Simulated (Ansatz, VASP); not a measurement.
**One calculation of Zn, two programs**

```
CELL_PARAMETERS angstrom
1.31781 -2.28252 0.00000
1.31781 2.28252 0.00000
0.00000 0.00000 5.09254
ATOMIC_POSITIONS crystal
Zn 0.66667 0.33333 0.25000
Zn 0.33333 0.66667 0.75000
```

Alike in both runs: task single point; functional PBE; k mesh 16 × 16 × 7; occupations fermi-dirac, width 0.08 eV; no spin polarisation.

```csv
,VASP,Ansatz
version,VASP 6.6.1,Ansatz 0.2.0
potentials or method,"VASP PAW PBE potentials, release 64 (Zn), cutoff 520 eV","all-electron LAPW, scalar-relativistic"
```

```tsv
	VASP	Ansatz	Ansatz less VASP
pressure (GPa)	0.4	0.1	-0.32
traceless stress, the component that is largest in VASP (GPa)	-1.37	-1.20	+0.169
```

Ansatz ran all-electron here, and VASP with PAW potentials.
